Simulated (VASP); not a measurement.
# CdS (P6_3mc) in VASP: settings compared

CdS is run at these levels: PBEsol-based global hybrid with 25 % exact exchange, r2SCAN0, r2SCAN; tasks: single point.

Program: VASP 6.6.1. These are calculated values, not measurements. Logs are shortened: lines on timing, memory, paths and dates and some standing lists are left out, and cuts for length are marked.

### 1 The cell of the first run

It takes space group P6_3mc (No. 186, hexagonal). Conventional cell: a = 4.150 Å, b = 4.150 Å, c = 6.737 Å, α = 90.00°, β = 90.00°, γ = 120.00°. Within 3.3 Å of Cd (site symmetry 3m) lie 4 S at 2.53 to 2.54 Å. S (site symmetry 3m) has 4 Cd at 2.53 to 2.54 Å within 3.3 Å.

### 2 Single point, PBEsol-based global hybrid with 25 % exact exchange

Input file POSCAR:

```
CdS
1.0
    4.1500000000      0.0000000000      0.0000000000
   -2.0750000000      3.5940054257      0.0000000000
    0.0000000000      0.0000000000      6.7370000000
Cd S
2 2
Direct
    0.6666666667      0.3333333333      0.5000000000
    0.3333333333      0.6666666667      0.0000000000
    0.6666666667      0.3333333333      0.8750000000
    0.3333333333      0.6666666667      0.3750000000
```

Input file INCAR.step1:

```
  PREC = Accurate
  ENCUT = 520
  EDIFF = 1E-5
  ISMEAR = -1
  SIGMA = 0.05
  LREAL = False
  LASPH = True
  NELM = 80
  ALGO = Normal
  ISIF = 2
  LWAVE = True
  GGA = PE
  NBANDS = 26
```

Input file INCAR.step2:

```
  PREC = Accurate
  ENCUT = 520
  EDIFF = 1E-7
  ISMEAR = -1
  SIGMA = 0.05
  LREAL = False
  LASPH = True
  NELM = 80
  ALGO = Normal
  ISIF = 2
  LWAVE = False
  LCHARG = True
  GGA = PS
  LHFCALC = True
  AEXX = 0.25
  PRECFOCK = Normal
  LELF = True
  LVHAR = True
  ISTART = 1
  NBANDS = 26
```

Input file KPOINTS:

```
Automatic mesh
0
Gamma
  4 4 2
```

Potentials or basis: VASP PAW PBE potentials, release 64 (Cd, S).

Started as:

```
$ cat potpaw_PBE.64/Cd/POTCAR potpaw_PBE.64/S/POTCAR > POTCAR
$ cp INCAR.step1 INCAR
$ mpirun -np 1 vasp_std > vasp.out
$ cp INCAR.step2 INCAR
$ mpirun -np 1 vasp_std > vasp.out
```

OUTCAR:

```text
PREC = Accurate
   ENCUT = 520
   EDIFF = 1E-7
   ISMEAR = -1
   LREAL = False
   LASPH = True
   NELM = 80
   ISIF = 2
   GGA = PS
   LHFCALC = True
   AEXX = 0.25
   PRECFOCK = Normal
   ISTART = 1

 ion  position               nearest neighbor table
   1  0.667  0.333  0.500-   3 2.53   4 2.54   4 2.54   4 2.54
   2  0.333  0.667  0.000-   4 2.53   3 2.54   3 2.54   3 2.54
   3  0.667  0.333  0.875-   1 2.53   2 2.54   2 2.54   2 2.54
   4  0.333  0.667  0.375-   2 2.53   1 2.54   1 2.54   1 2.54

  LATTYP: Found a hexagonal cell.
 ALAT       =     4.1500000000
 C/A-ratio  =     1.6233734940

  Lattice vectors:

 A1 = (   4.1500000000,   0.0000000000,   0.0000000000)
 A2 = (  -2.0750000000,   3.5940054257,   0.0000000000)
 A3 = (   0.0000000000,   0.0000000000,   6.7370000000)

Analysis of symmetry for initial positions (statically):
=====================================================================
 Subroutine PRICEL returns:
 Original cell was already a primitive cell.

 Routine SETGRP: Setting up the symmetry group for a
 hexagonal supercell.

 Subroutine GETGRP returns: Found 12 space group operations
 (whereof  6 operations were pure point group operations)
 out of a pool of 24 trial point group operations.

The static configuration has the point symmetry C_3v.
 The point group associated with its full space group is C_6v.

Analysis of symmetry for dynamics (positions and initial velocities):
=====================================================================
 Subroutine PRICEL returns:
 Original cell was already a primitive cell.

 Routine SETGRP: Setting up the symmetry group for a
 hexagonal supercell.

 Subroutine GETGRP returns: Found 12 space group operations
 (whereof  6 operations were pure point group operations)
 out of a pool of 24 trial point group operations.

The dynamic configuration has the point symmetry C_3v.
 The point group associated with its full space group is C_6v.

 Subroutine INISYM returns: Found 12 space group operations
 (whereof  6 operations are pure point group operations),
 and found     1 'primitive' translations

----------------------------------------------------------------------------------------

                                     Primitive cell

  volume of cell :     100.4832

  direct lattice vectors                    reciprocal lattice vectors
     4.150000000  0.000000000  0.000000000     0.240963855  0.139120547  0.000000000
    -2.075000000  3.594005426  0.000000000     0.000000000  0.278241094  0.000000000
     0.000000000  0.000000000  6.737000000     0.000000000  0.000000000  0.148434021

  length of vectors
     4.150000000  4.150000000  6.737000000     0.278241094  0.278241094  0.148434021

  position of ions in fractional coordinates (direct lattice)
     0.666666667  0.333333333  0.500000000
     0.333333333  0.666666667  0.000000000
     0.666666667  0.333333333  0.875000000
     0.333333333  0.666666667  0.375000000

  ion indices of the primitive-cell ions
   primitive index   ion index
                 1           1
                 2           2
                 3           3
                 4           4

----------------------------------------------------------------------------------------

 KPOINTS: Automatic mesh

Automatic generation of k-mesh.
 Grid dimensions read from file:
 generate k-points for:    4    4    2

 Generating k-lattice:

  Cartesian coordinates                     Fractional coordinates (reciprocal lattice)
     0.060240964  0.034780137  0.000000000     0.250000000  0.000000000  0.000000000
     0.000000000  0.069560273  0.000000000     0.000000000  0.250000000  0.000000000
     0.000000000  0.000000000  0.074217011     0.000000000  0.000000000  0.500000000

  Length of vectors
     0.069560273  0.069560273  0.074217011

  Shift w.r.t. Gamma in fractional coordinates (k-lattice)
     0.000000000  0.000000000  0.000000000

 Subroutine IBZKPT returns following result:
 ===========================================

 Found      8 irreducible k-points:

 Following reciprocal coordinates:
            Coordinates               Weight
  0.000000  0.000000  0.000000      1.000000
  0.250000 -0.000000  0.000000      6.000000
  0.500000 -0.000000  0.000000      3.000000
  0.250000  0.250000  0.000000      6.000000
  0.000000  0.000000  0.500000      1.000000
  0.250000 -0.000000  0.500000      6.000000
  0.500000 -0.000000  0.500000      3.000000
  0.250000  0.250000  0.500000      6.000000
   k-points           NKPTS =      8   k-points in BZ     NKDIM =     32   number of bands    NBANDS=     26
   number of dos      NEDOS =    301   number of ions     NIONS =      4
   total plane-waves  NPLWV =  51200
   dimension x,y,z NGX =    32 NGY =   32 NGZ =   50
   dimension x,y,z NGXF=    64 NGYF=   64 NGZF=  100
   ions per type =               2   2
   NGX,Y,Z   is equivalent  to a cutoff of  12.82, 12.82, 12.34 a.u.
   NGXF,Y,Z  is equivalent  to a cutoff of  25.64, 25.64, 24.68 a.u.
 SYSTEM =  unknown system
   PREC   = accura    normal or accurate (medium, high low for compatibility)
   ISTART =      1    job   : 0-new  1-cont  2-samecut
   ICHARG =      0    charge: 1-file 2-atom 10-const
   ISPIN  =      1    spin polarized calculation?
   LNONCOLLINEAR =      F non collinear calculations
   LSORBIT =      F    spin-orbit coupling
   LASPH  =      T    aspherical Exc in radial PAW
   ENCUT  =  520.0 eV  38.22 Ry    6.18 a.u.   7.72  7.72 12.53*2*pi/ulx,y,z
   NELM   =     80;   NELMIN=  2; NELMDL=  0     # of ELM steps
   EDIFF  = 0.1E-06   stopping-criterion for ELM
   LREAL  =      F    real-space projection
   EDIFFG = 0.1E-05   stopping-criterion for IOM
   NSW    =      0    number of steps for IOM
   IBRION =     -1    ionic relax: 0-MD 1-quasi-New 2-CG
   NFREE  =      0    steps in history (QN), initial steepest desc. (CG)
   ISIF   =      2    stress and relaxation
   ISYM   =      3    0-nonsym 1-usesym 2-fastsym
   POTIM  = 0.5000    time-step for ionic-motion
   TEBEG  =    0.0;   TEEND  =   0.0 temperature during run
   PSTRESS=    0.0 pullay stress
   NELECT =      36.0000    total number of electrons
   NUPDOWN=      -1.0000    fix difference up-down
   EMIN   =  10.00;   EMAX   =-10.00  energy-range for DOS
   EFERMI =   0.00;   METHOD = LEGACY
   ISMEAR =    -1;   SIGMA  =   0.05  broadening in eV -4-tet -1-fermi 0-gaus
   EFERMI_NEDOS =   21; number of points for ismear=-14 and -15
   IALGO  =     38    algorithm
   IMIX   =      1    mixing-type and parameters
     AMIX     =   0.40;   BMIX     =  1.00
     AMIX_MAG =   1.60;   BMIX_MAG =  1.00
  volume/ion in A,a.u.               =      25.12       169.52
  Fermi-wavevector in a.u.,A,eV,Ry     =   1.162727  2.197236 18.394190  1.351935
  Thomas-Fermi vector in A             =   2.299285
   LORBIT       =      0    0 simple, 1 ext, 2 COOP (PROOUT), +10 PAW based schemes
   GGA     = PS    functional components
   LHFCALC =     T    Hartree Fock is set to
   PRECFOCK=normal    Normal, Fast or Accurate (Low or Medium for compatibility)
   ENCUT4O =  -1.0   cutoff for four orbital integrals eV
   NKREDX  =     1    reduce k-point grid by
   NKREDY  =     1    reduce k-point grid by
   NKREDZ  =     1    reduce k-point grid by
   AEXX    =    0.2500 exact exchange contribution
   HFSCREEN=    0.0000 screening length (either q_TF or 0.3 A-1)
   HFSCREENC=   0.0000 screening length for correlation (either q_TF or 0.3 A-1)
   ENCUTFOCK=  -1.0 apply spherical cutoff to Coloumb kernel
   IVDW    =     0    specifies the selected vdW correction
   LEPSILON=     F    determine dielectric tensor
   LRPA    =     F    only Hartree local field effects (RPA)
 non-spin polarized calculation
  energy-cutoff  :      520.00
  volume of cell :      100.48
 maximum number of plane-waves:      2731
 NGX is ok and might be reduce to    32
  NGX = 24; NGY = 24; NGZ = 40

 number of electron      35.9999996 magnetization

 Free energy of the ion-electron system (eV)
  ---------------------------------------------------
  ext. energy  EPLUGINS =         0.00000000
  ---------------------------------------------------
  free energy    TOTEN  =       -17.35817578 eV

  energy without entropy =      -17.35817578  energy(sigma->0) =      -17.35817578

 E-fermi :   1.1750     XC(G=0):  -7.3465

 val. band max:        0.0883007670   @ k =   0.0000   0.0000   0.0000
 cond. band min:       2.8931591508   @ k =   0.0000   0.0000   0.0000
 fundamental gap:      2.8048583838
 Fermi energy:         1.1750396297

 k-point     1 :       0.0000    0.0000    0.0000
  band No.  band energies     occupation
      1     -13.4604      2.00000
      2     -12.9937      2.00000
      3      -8.7614      2.00000
      4      -8.7390      2.00000
      5      -8.7390      2.00000
      6      -8.6520      2.00000
[... 18 lines left out ...]
     25       9.5782      0.00000
     26       9.6411      0.00000

 k-point     2 :       0.2500   -0.0000    0.0000
  band No.  band energies     occupation
      1     -13.2521      2.00000
      2     -12.9137      2.00000
      3      -8.6958      2.00000
      4      -8.6730      2.00000
      5      -8.5829      2.00000
      6      -8.5484      2.00000
[... 18 lines left out ...]
     25       9.9837      0.00000
     26      10.4014      0.00000

 k-point     3 :       0.5000   -0.0000    0.0000
  band No.  band energies     occupation
      1     -13.0108      2.00000
      2     -12.8666      2.00000
      3      -8.6509      2.00000
      4      -8.6325      2.00000
      5      -8.4495      2.00000
      6      -8.4471      2.00000
[... 18 lines left out ...]
     25      10.3083      0.00000
     26      12.2308      0.00000

 k-point     4 :       0.2500    0.2500    0.0000
  band No.  band energies     occupation
      1     -13.0128      2.00000
      2     -12.8677      2.00000
      3      -8.6692      2.00000
      4      -8.5913      2.00000
      5      -8.4936      2.00000
      6      -8.4636      2.00000
[... 18 lines left out ...]
     25       9.7896      0.00000
     26      11.4978      0.00000

 k-point     5 :       0.0000    0.0000    0.5000
  band No.  band energies     occupation
      1     -13.2209      2.00000
      2     -13.2209      2.00000
      3      -8.7023      2.00000
      4      -8.7023      2.00000
      5      -8.7023      2.00000
      6      -8.7023      2.00000
[... 18 lines left out ...]
     25       8.7368      0.00000
     26       8.7368      0.00000

 k-point     6 :       0.2500   -0.0000    0.5000
  band No.  band energies     occupation
      1     -13.0730      2.00000
      2     -13.0730      2.00000
      3      -8.6375      2.00000
      4      -8.6375      2.00000
      5      -8.6127      2.00000
      6      -8.6127      2.00000
[... 18 lines left out ...]
     25       9.7688      0.00000
     26       9.7688      0.00000

 k-point     7 :       0.5000   -0.0000    0.5000
  band No.  band energies     occupation
      1     -12.9266      2.00000
      2     -12.9266      2.00000
      3      -8.6190      2.00000
      4      -8.6190      2.00000
      5      -8.5366      2.00000
      6      -8.5366      2.00000
[... 18 lines left out ...]
     25      10.4139      0.00000
     26      10.4139      0.00000

 k-point     8 :       0.2500    0.2500    0.5000
  band No.  band energies     occupation
      1     -12.9281      2.00000
      2     -12.9281      2.00000
      3      -8.5890      2.00000
      4      -8.5890      2.00000
      5      -8.5487      2.00000
      6      -8.5487      2.00000
[... 18 lines left out ...]
     25      10.2071      0.00000
     26      10.2071      0.00000

------------------------ aborting loop because EDIFF is reached ----------------------------------------

  FORCE on cell =-STRESS in cart. coord.  units (eV):
  Direction    XX          YY          ZZ          XY          YZ          ZX
  --------------------------------------------------------------------------------------
  -------------------------------------------------------------------------------------
  Total       -0.7801909     -0.7801909     -0.5537527      0.0000000      0.0000000     -0.0000000
  in kB      -12.4399345    -12.4399345     -8.8294382      0.0000000      0.0000000     -0.0000000
  external PRESSURE =     -11.2364357 kB  Pullay stress =       0.0000000 kB

 VOLUME and BASIS-vectors are now :
 -----------------------------------------------------------------------------
  energy-cutoff  :      520.00
  volume of cell :      100.48
      direct lattice vectors                 reciprocal lattice vectors
     4.150000000  0.000000000  0.000000000     0.240963855  0.139120547  0.000000000
    -2.075000000  3.594005426  0.000000000     0.000000000  0.278241094  0.000000000
     0.000000000  0.000000000  6.737000000     0.000000000  0.000000000  0.148434021

 POSITION                                       TOTAL-FORCE (eV/Angst)
 -----------------------------------------------------------------------------------
      2.07500      1.19800      3.36850        -0.000000      0.000000     -0.059519
     -0.00000      2.39600      0.00000         0.000000     -0.000000     -0.059519
      2.07500      1.19800      5.89487        -0.000000      0.000000      0.059519
     -0.00000      2.39600      2.52637         0.000000     -0.000000      0.059519
 -----------------------------------------------------------------------------------
    total drift:                                0.000000     -0.000000     -0.000500

  FREE ENERGIE OF THE ION-ELECTRON SYSTEM (eV)
  ---------------------------------------------------
  free  energy   TOTEN  =       -17.3581757806 eV

  energy  without entropy=      -17.3581757806  energy(sigma->0) =      -17.35817578
```

Wall time 36 min (1 thread of Oxide Virtual Turin-like, shared host); peak memory 0.21 GiB.

What came out:

```yaml
Free_energy: -17.3582 eV
Pressure: -1.1 GPa
Largest_force: 0.060 eV/Å
Band_gap_on_the_k_mesh: 2.80 eV
```

Forces on the atoms (eV/Å):
```
Cd   0.000  0.000 -0.060
Cd   0.000  0.000 -0.060
S    0.000  0.000  0.060
S    0.000  0.000  0.060
```

Caveat: the k points lie up to 0.47 Å⁻¹ apart; the PAW data sets were made with another functional, which shifts forces and pressure a little.

### 3 Single point, r2SCAN0

POSCAR is that of step 2.

Input file INCAR.step1:

```
SYSTEM = CdS
  PREC = Accurate
  ENCUT = 520
  EDIFF = 1E-5
  ISMEAR = -1
  SIGMA = 0.05
  LREAL = .False.
  LASPH = .True.
  NELM = 60
  ALGO = Normal
  ISIF = 2
  LWAVE = .True.
  GGA = PE
  NBANDS = 26
```

Input file INCAR.step2:

```
SYSTEM = CdS
  PREC = Accurate
  ENCUT = 520
  EDIFF = 1E-7
  ISMEAR = -1
  SIGMA = 0.05
  LREAL = .False.
  LASPH = .True.
  NELM = 60
  ALGO = Normal
  ISIF = 2
  LWAVE = .False.
  LCHARG = .True.
  METAGGA = R2SCAN
  LHFCALC = .True.
  AEXX = 0.25
  LMIXTAU = .True.
  PRECFOCK = Normal
  LELF = .True.
  LVHAR = .True.
  ISTART = 1
  NBANDS = 26
```

Input file KPOINTS:

```
Automatic mesh
0
Gamma
  4 4 2
  0 0 0
```

Potentials or basis: VASP PAW PBE potentials, release 64 (Cd, S).

Started as:

```
$ cat potpaw_PBE.64/Cd/POTCAR potpaw_PBE.64/S/POTCAR > POTCAR
$ cp INCAR.step1 INCAR
$ mpirun -np 1 vasp_std > vasp.out
$ cp INCAR.step2 INCAR
$ mpirun -np 1 vasp_std > vasp.out
```

Wall time 50 min (1 thread of Oxide Virtual Turin-like, shared host); peak memory 0.23 GiB.

Results (log left out):

```yaml
Free_energy: -51.8781 eV
Pressure: 0.4 GPa
Largest_force: 0.065 eV/Å
Band_gap_on_the_k_mesh: 3.21 eV
```

Forces in eV/Å, atoms in the order of the input:
```
Cd   0.000  0.000 -0.065
Cd   0.000  0.000 -0.065
S    0.000  0.000  0.065
S    0.000  0.000  0.065
```

Stress tensor (GPa, compression positive):
```
0.23 0.00 0.00
0.00 0.23 0.00
0.00 0.00 0.63
```

Levels at points of the mesh, in eV from the valence-band top:
| k point | band 16 | band 17 | band 18 | band 19 | band 20 | band 21 |
| --- | --- | --- | --- | --- | --- | --- |
| (0.00, 0.00, 0.00) | -0.04 | 0.00 | 0.00 | 3.21 | 4.89 | 8.70 |
| (0.50, 0.00, 0.00) | -2.03 | -1.40 | -0.80 | 5.87 | 5.87 | 6.99 |
| (0.00, 0.00, 0.50) | -0.43 | -0.43 | -0.43 | 4.93 | 4.93 | 8.35 |
| (0.50, 0.00, 0.50) | -1.45 | -1.43 | -1.43 | 5.47 | 5.47 | 7.51 |

Caveat: the k points lie up to 0.47 Å⁻¹ apart; the PAW data sets were made with another functional, which shifts forces and pressure a little.

### 4 Single point, r2SCAN, non-collinear spin, zero start, spin-orbit coupling

POSCAR is that of step 3.

Input file INCAR.step1:

```
SYSTEM = CdS
  PREC = Accurate
  ENCUT = 550
  ISMEAR = -1
  SIGMA = 0.05
  LREAL = .False.
  LASPH = .True.
  NELM = 200
  LNONCOLLINEAR = .True.
  MAGMOM = 0 0 0 0 0 0 0 0 0 0 0 0
  LSORBIT = .True.
  GGA_COMPAT = .False.
  NBANDS = 50
  GGA = PE
  ALGO = Normal
  EDIFF = 1E-5
  LWAVE = .True.
  LCHARG = .False.
```

Input file INCAR.step2:

```
SYSTEM = CdS
  PREC = Accurate
  ENCUT = 550
  EDIFF = 1E-6
  ISMEAR = -1
  SIGMA = 0.05
  LREAL = .False.
  LASPH = .True.
  NELM = 200
  ALGO = Normal
  ISIF = 2
  LWAVE = .False.
  LCHARG = .True.
  LNONCOLLINEAR = .True.
  MAGMOM = 0 0 0 0 0 0 0 0 0 0 0 0
  LORBIT = 11
  LSORBIT = .True.
  GGA_COMPAT = .False.
  LORBMOM = .True.
  METAGGA = R2SCAN
  LMIXTAU = .True.
  LVHAR = .True.
  NBANDS = 50
  ISTART = 1
```

Input file KPOINTS:

```
regular mesh
0
Gamma
  7 7 4
  0 0 0
```

Started as:

```
$ cat potpaw_PBE.64/Cd/POTCAR potpaw_PBE.64/S/POTCAR > POTCAR
$ cp INCAR.step1 INCAR
$ mpirun -np 1 vasp_ncl > vasp.out
$ cp INCAR.step2 INCAR
$ mpirun -np 1 vasp_ncl > vasp.out
```

Run time: 62 min. Hardware: 1 thread of Oxide Virtual Turin-like, shared host; peak memory 0.65 GiB.

The run converged. Its results:

* Free energy: -59.4322 eV
* Pressure: 1.0 GPa
* Largest force: 0.072 eV/Å
* Net moment: 0.00 μB per cell
* Valence electrons inside the program's atomic spheres: Cd 10.30; S 3.74

Forces on the atoms (eV/Å):
```
Cd   0.000  0.000 -0.072
Cd   0.000  0.000 -0.072
S    0.000  0.000  0.072
S    0.000  0.000  0.072
```

Stress tensor (GPa, compression positive):
```
0.75 0.00 0.00
0.00 0.75 0.00
0.00 0.00 1.36
```

Moments on the atoms (μB; x, y, z):
```
Cd  0.00 0.00 0.00
Cd  0.00 0.00 0.00
S   0.00 0.00 0.00
S   0.00 0.00 0.00
```

Caveat: the PAW data sets were made with another functional, which shifts forces and pressure a little.

### 5 Overview

```csv
level,spin,k mesh,cutoff (eV),grid for exact exchange (PRECFOCK),share of exact exchange,gap on the mesh (eV),pressure (GPa),largest force (eV/Å)
PBEsol-based global hybrid with 25 % exact exchange,off,4 × 4 × 2,520,Normal,0.25,2.80,-1.1,0.06
r2SCAN0,off,4 × 4 × 2,520,Normal,0.25,3.21,0.4,0.06
r2SCAN,"non-collinear, zero start, SOC",7 × 7 × 4,550,-,-,-,1.0,0.07
```

Alike in all rows: task single point; potentials or basis VASP PAW PBE potentials, release 64 (Cd, S); cell as given; smearing fermi-dirac 0.05 eV.

Caveats: some runs use coarse meshes; the PAW data sets were made with another functional, which shifts forces and pressure a little.

Total energies depend on the potentials used, so only differences within one code and one set of settings carry meaning.
